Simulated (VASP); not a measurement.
Runs of VASP 6.6.1 on Na. The structure is that of space group Im-3m (No. 229), or close to it. The cells are those of the table. 

```csv
task,cell,k mesh,cutoff (eV),gap on the mesh (eV),pressure (GPa)
single point,"a = 3.705 Å, angles 109.5°, 1 atom",17 × 17 × 17,520,none,-0.5
single point,"a = 3.512 Å, angles 109.5°, 1 atom",17 × 17 × 17,520,none,0.8
single point,"a = 3.750 Å, angles 109.5°, 1 atom",17 × 17 × 17,520,none,(a)
single point,"a = 3.562 Å, angles 109.5°, 1 atom",17 × 17 × 17,520,none,0.3
relaxation of cell and atoms,"relaxed from a = 3.659 Å, angles 109.5°, 1 atom",11 × 11 × 11,600,none,0.0
```

Alike in all rows: level PBEsol; potentials or basis VASP PAW PBE potentials, release 64 (Na_pv); no spin polarisation; smearing fermi-dirac 0.1 eV.

**Question.** Fill in the values left out.

**Answer.** (a) -0.7.

Caveats: the PAW data sets were made with another functional, which shifts forces and pressure a little.

A gap of «none» marks levels without a gap at the run's occupations.
